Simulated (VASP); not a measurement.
# SiC (P6_3mc) in VASP: further runs

Runs on SiC. Level: PBE. Tasks: single point, relaxation of the atoms.

All numbers are computed with VASP 6.6.1; they aren't measurements. Logs are shortened: lines on timing, memory, paths and dates and some standing lists are left out, and cuts for length are marked.

## (1) The cell of the first run

Symmetry: P6_3mc, No. 186, hexagonal system. Conventional cell: a = 3.095 Å, b = 3.095 Å, c = 15.170 Å, α = 90.00°, β = 90.00°, γ = 120.00°. Si (site symmetry 3m) has 4 C at 1.90 Å within 2.5 Å. Within 2.5 Å of Si (site symmetry 3m) lie 4 C at 1.89 to 1.90 Å. Within 2.5 Å of Si (site symmetry 3m) lie 4 C at 1.89 to 1.90 Å. Within 2.5 Å of C (site symmetry 3m) lie 4 Si at 1.89 to 1.90 Å. C (site symmetry 3m) has 4 Si at 1.90 Å within 2.5 Å. Within 2.5 Å of C (site symmetry 3m) lie 4 Si at 1.89 to 1.90 Å.

## (2) Single point, PBE

File INCAR:

```
PREC = Accurate
ENCUT = 520
EDIFF = 1E-6
ISMEAR = -1
SIGMA = 0.02
LREAL = F
LASPH = T
NELM = 100
ALGO = Normal
ISIF = 2
LWAVE = F
LCHARG = F
GGA = PE
NBANDS = 36
```

File KPOINTS:

```
regular mesh
0
Gamma
  9 9 2
```

File POSCAR:

```
SiC
1.0
    3.0950000000      0.0000000000      0.0000000000
   -1.5475000000      2.6803486247      0.0000000000
    0.0000000000      0.0000000000     15.1700000000
Si C
6 6
Direct
    0.0000000000      0.0000000000      0.1250487379
    0.0000000000      0.0000000000      0.6250487379
    0.3333333333      0.6666666667      0.2918261096
    0.6666666667      0.3333333333      0.7918261096
    0.3333333333      0.6666666667      0.9583156083
    0.6666666667      0.3333333333      0.4583156083
    0.0000000000      0.0000000000     -0.0003289002
    0.0000000000      0.0000000000      0.4996710998
    0.3333333333      0.6666666667      0.1668330452
    0.6666666667      0.3333333333      0.6668330452
    0.3333333333      0.6666666667      0.8333053992
    0.6666666667      0.3333333333      0.3333053992
```

Potentials or basis: VASP PAW PBE potentials, release 64 (Si, C).

On the command line:

```
cat potpaw_PBE.64/Si/POTCAR potpaw_PBE.64/C/POTCAR > POTCAR
mpirun -np 1 vasp_std > vasp.out
```

OUTCAR:

```text
PREC = Accurate
   ENCUT = 520
   EDIFF = 1E-6
   ISMEAR = -1
   LREAL = F
   LASPH = T
   NELM = 100
   ISIF = 2
   GGA = PE

 ion  position               nearest neighbor table
   1  0.000  0.000  0.125-   9 1.90   9 1.90   9 1.90   7 1.90   5 3.10   5 3.10   5 3.10   3 3.10
                             3 3.10   3 3.10
   2  0.000  0.000  0.625-  10 1.90  10 1.90  10 1.90   8 1.90   6 3.10   6 3.10   6 3.10   4 3.10
                             4 3.10   4 3.10
   3  0.333  0.667  0.292-  12 1.89  12 1.89  12 1.89   9 1.90   6 3.09   6 3.09   6 3.09   1 3.10
                             1 3.10   1 3.10
   4  0.667  0.333  0.792-  11 1.89  11 1.89  11 1.89  10 1.90   5 3.09   5 3.09   5 3.09   2 3.10
                             2 3.10   2 3.10
   5  0.333  0.667  0.958-   7 1.89   7 1.89   7 1.89  11 1.90   4 3.09   4 3.09   4 3.09   1 3.10
                             1 3.10   1 3.10
   6  0.667  0.333  0.458-   8 1.89   8 1.89   8 1.89  12 1.90   3 3.09   3 3.09   3 3.09   2 3.10
                             2 3.10   2 3.10
   7  0.000  0.000  1.000-   5 1.89   5 1.89   5 1.89   1 1.90
   8  0.000  0.000  0.500-   6 1.89   6 1.89   6 1.89   2 1.90
   9  0.333  0.667  0.167-   1 1.90   1 1.90   1 1.90   3 1.90
  10  0.667  0.333  0.667-   2 1.90   2 1.90   2 1.90   4 1.90
  11  0.333  0.667  0.833-   4 1.89   4 1.89   4 1.89   5 1.90
  12  0.667  0.333  0.333-   3 1.89   3 1.89   3 1.89   6 1.90

  LATTYP: Found a hexagonal cell.
 ALAT       =     3.0950000000
 C/A-ratio  =     4.9014539580

  Lattice vectors:

 A1 = (   3.0950000000,   0.0000000000,   0.0000000000)
 A2 = (  -1.5475000000,   2.6803486247,   0.0000000000)
 A3 = (   0.0000000000,   0.0000000000,  15.1700000000)

Analysis of symmetry for initial positions (statically):
=====================================================================
 Subroutine PRICEL returns:
 Original cell was already a primitive cell.

 Routine SETGRP: Setting up the symmetry group for a
 hexagonal supercell.

 Subroutine GETGRP returns: Found 12 space group operations
 (whereof  6 operations were pure point group operations)
 out of a pool of 24 trial point group operations.

The static configuration has the point symmetry C_3v.
 The point group associated with its full space group is C_6v.

Analysis of symmetry for dynamics (positions and initial velocities):
=====================================================================
 Subroutine PRICEL returns:
 Original cell was already a primitive cell.

[... 138 lines left out ...]
   NELECT =      48.0000    total number of electrons
   NUPDOWN=      -1.0000    fix difference up-down
   EMIN   =  10.00;   EMAX   =-10.00  energy-range for DOS
   EFERMI =   0.00;   METHOD = LEGACY
   ISMEAR =    -1;   SIGMA  =   0.02  broadening in eV -4-tet -1-fermi 0-gaus
   EFERMI_NEDOS =   21; number of points for ismear=-14 and -15
   IALGO  =     38    algorithm
   IMIX   =      4    mixing-type and parameters
     AMIX     =   0.40;   BMIX     =  1.00
     AMIX_MAG =   1.60;   BMIX_MAG =  1.00
  volume/ion in A,a.u.               =      10.49        70.77
  Fermi-wavevector in a.u.,A,eV,Ry     =   1.187252  2.243580 19.178312  1.409566
  Thomas-Fermi vector in A             =   2.323407
   LORBIT       =      0    0 simple, 1 ext, 2 COOP (PROOUT), +10 PAW based schemes
   GGA     = PE    functional components
   LHFCALC =     F    Hartree Fock is set to
   AEXX    =    0.0000 exact exchange contribution
   IVDW    =     0    specifies the selected vdW correction
   LEPSILON=     F    determine dielectric tensor
   LRPA    =     F    only Hartree local field effects (RPA)
 non-spin polarized calculation
  energy-cutoff  :      520.00
  volume of cell :      125.85
 maximum number of plane-waves:      3408
 NGX is ok and might be reduce to    24
   NGX = 11   NGY = 11   NGZ = 57

 number of electron      48.0000002 magnetization

 Free energy of the ion-electron system (eV)
  ---------------------------------------------------
  ext. energy  EPLUGINS =         0.00000000
  ---------------------------------------------------
  free energy    TOTEN  =       -90.37231247 eV

  energy without entropy =      -90.37231247  energy(sigma->0) =      -90.37231247

 E-fermi :   8.4249     XC(G=0): -11.2953

 val. band max:        7.9986485303   @ k =   0.0000   0.0000   0.0000
 cond. band min:      10.1146553022   @ k =   0.4444  -0.0000   0.0000
 fundamental gap:      2.1160067718
 Fermi energy:         8.4249107612

 k-point     1 :       0.0000    0.0000    0.0000
  band No.  band energies     occupation
      1      -7.3486      2.00000
      2      -6.8319      2.00000
      3      -6.7966      2.00000
      4      -5.3174      2.00000
      5      -5.2890      2.00000
      6      -3.8244      2.00000
[... 925 lines left out ...]
     35      17.1803      0.00000
     36      17.1803      0.00000

------------------------ aborting loop because EDIFF is reached ----------------------------------------

  FORCE on cell =-STRESS in cart. coord.  units (eV):
  Direction    XX          YY          ZZ          XY          YZ          ZX
  --------------------------------------------------------------------------------------
  -------------------------------------------------------------------------------------
  Total       -0.0013122     -0.0013122      0.4336119      0.0000000      0.0000000     -0.0000000
  in kB       -0.0167066     -0.0167066      5.5204473      0.0000000      0.0000000     -0.0000000
  external PRESSURE =       1.8290114 kB  Pullay stress =       0.0000000 kB

 VOLUME and BASIS-vectors are now :
 -----------------------------------------------------------------------------
  energy-cutoff  :      520.00
  volume of cell :      125.85
      direct lattice vectors                 reciprocal lattice vectors
     3.095000000  0.000000000  0.000000000     0.323101777  0.186542898  0.000000000
    -1.547500000  2.680348625  0.000000000     0.000000000  0.373085796  0.000000000
     0.000000000  0.000000000 15.170000000     0.000000000  0.000000000  0.065919578

 POSITION                                       TOTAL-FORCE (eV/Angst)
 -----------------------------------------------------------------------------------
      0.00000      0.00000      1.89699         0.000000      0.000000      0.005922
      0.00000      0.00000      9.48199        -0.000000      0.000000      0.005922
     -0.00000      1.78690      4.42700        -0.000000      0.000000      0.006772
      1.54750      0.89345     12.01200         0.000000     -0.000000      0.006772
     -0.00000      1.78690     14.53765        -0.000000      0.000000      0.003931
      1.54750      0.89345      6.95265         0.000000     -0.000000      0.003931
      0.00000      0.00000     15.16501         0.000000      0.000000     -0.002372
      0.00000      0.00000      7.58001         0.000000      0.000000     -0.002372
     -0.00000      1.78690      2.53086         0.000000      0.000000     -0.009255
      1.54750      0.89345     10.11586        -0.000000      0.000000     -0.009255
     -0.00000      1.78690     12.64124         0.000000     -0.000000     -0.004997
      1.54750      0.89345      5.05624        -0.000000      0.000000     -0.004997
 -----------------------------------------------------------------------------------
    total drift:                                0.000000      0.000000     -0.000695

  FREE ENERGIE OF THE ION-ELECTRON SYSTEM (eV)
  ---------------------------------------------------
  free  energy   TOTEN  =       -90.3723124728 eV

  energy  without entropy=      -90.3723124728  energy(sigma->0) =      -90.37231247
```

Run time: 2.8 min. Hardware: 1 thread of Intel Xeon 8259CL, shared host; peak memory 0.28 GiB.

What came out:

| Item | Value |
| --- | --- |
| Free energy | -90.3723 eV |
| Pressure | 0.2 GPa |
| Largest force | 0.009 eV/Å |
| Band gap on the k mesh | 2.12 eV (least direct gap 3.18 eV) |

Forces on the atoms (eV/Å):
```
Si   0.000  0.000  0.006
Si   0.000  0.000  0.006
Si   0.000  0.000  0.007
Si   0.000  0.000  0.007
Si   0.000  0.000  0.004
Si   0.000  0.000  0.004
C    0.000  0.000 -0.002
C    0.000  0.000 -0.002
C    0.000  0.000 -0.009
C    0.000  0.000 -0.009
C    0.000  0.000 -0.005
C    0.000  0.000 -0.005
```

## (3) Relaxation of the atoms, PBE

File INCAR:

```
  PREC = Accurate
  ENCUT = 520
  EDIFF = 1E-7
  ISMEAR = -1
  SIGMA = 0.02
  LREAL = False
  LASPH = True
  NELM = 80
  ALGO = Normal
  ISIF = 2
  LWAVE = False
  LCHARG = False
  GGA = PE
  IBRION = 2
  NSW = 80
  EDIFFG = -0.02
```

File KPOINTS:

```
Automatic mesh
0
Gamma
  9 9 2
```

File POSCAR:

```
SiC
1.0
    3.0950000000      0.0000000000      0.0000000000
   -1.5475000000      2.6803486247      0.0000000000
    0.0000000000      0.0000000000     15.1700000000
Si C
6 6
Direct
    0.0000000000      0.0000000000      0.1250000000
    0.0000000000      0.0000000000      0.6250000000
    0.3333333333      0.6666666667      0.2917000000
    0.6666666667      0.3333333333      0.7917000000
    0.3333333333      0.6666666667      0.9583000000
    0.6666666667      0.3333333333      0.4583000000
    0.0000000000      0.0000000000      0.0000000000
    0.0000000000      0.0000000000      0.5000000000
    0.3333333333      0.6666666667      0.1667000000
    0.6666666667      0.3333333333      0.6667000000
    0.3333333333      0.6666666667      0.8333000000
    0.6666666667      0.3333333333      0.3333000000
```

Potentials or basis: VASP PAW PBE potentials, release 64 (Si, C).

On the command line:

```
cat potpaw_PBE.64/Si/POTCAR potpaw_PBE.64/C/POTCAR > POTCAR
mpirun -np 1 vasp_std > vasp.out
```

It took 5.6 min on 1 thread of Oxide Virtual Turin-like, shared host; peak memory 0.24 GiB.

It converged, with:

```
Free energy                  : -90.3723 eV
Energy gained by relaxing    : 0.1 meV/atom
Ionic steps                  : 4
Pressure after relaxing      : 0.2 GPa
Largest force after relaxing : 0.012 eV/Å
Band gap on the k mesh       : 2.12 eV (least direct gap 3.18 eV)
```

Forces on the atoms (eV/Å):
```
Si   0.000  0.000 -0.003
Si   0.000  0.000 -0.003
Si   0.000  0.000 -0.012
Si   0.000  0.000 -0.012
Si   0.000  0.000  0.001
Si   0.000  0.000  0.001
C    0.000  0.000 -0.001
C    0.000  0.000 -0.001
C    0.000  0.000  0.009
C    0.000  0.000  0.009
C    0.000  0.000  0.006
C    0.000  0.000  0.006
```

Stress tensor (GPa, compression positive):
```
0.02 0.00 0.00
0.00 0.02 0.00
0.00 0.00 0.51
```

The path:
```csv
step,energy change (eV),largest force (eV/Å),pressure (GPa)
1,0.0000,0.1418,0.18
2,-0.0004,0.0880,0.18
3,-0.0008,0.0345,0.18
4,-0.0009,0.0119,0.18
```

Final structure:
```cif
data_structure
_symmetry_space_group_name_H-M 'P 1'
_symmetry_Int_Tables_number 1
_cell_length_a 3.0950
_cell_length_b 3.0950
_cell_length_c 15.1700
_cell_angle_alpha 90.000
_cell_angle_beta 90.000
_cell_angle_gamma 120.000
_cell_volume 125.85
loop_
_atom_site_label
_atom_site_type_symbol
_atom_site_fract_x
_atom_site_fract_y
_atom_site_fract_z
_atom_site_occupancy
Si1 Si 0.00000 0.00000 0.12506 1
Si2 Si 0.00000 0.00000 0.62506 1
Si3 Si 0.33333 0.66667 0.29186 1
Si4 Si 0.66667 0.33333 0.79186 1
Si5 Si 0.33333 0.66667 0.95833 1
Si6 Si 0.66667 0.33333 0.45833 1
C1 C 0.00000 0.00000 0.99967 1
C2 C 0.00000 0.00000 0.49967 1
C3 C 0.33333 0.66667 0.16680 1
C4 C 0.66667 0.33333 0.66680 1
C5 C 0.33333 0.66667 0.83329 1
C6 C 0.66667 0.33333 0.33329 1
```

Levels at points of the mesh, in eV from the valence-band top:
```
           k point  band 21  band 22  band 23  band 24  band 25  band 26  band 27  band 28
(0.00, 0.00, 0.00)    -0.30    -0.02     0.00     0.00     5.05     5.22     5.62     6.14
(0.00, 0.00, 0.50)    -0.10    -0.10    -0.10    -0.10     5.12     5.12     5.86     5.86
```
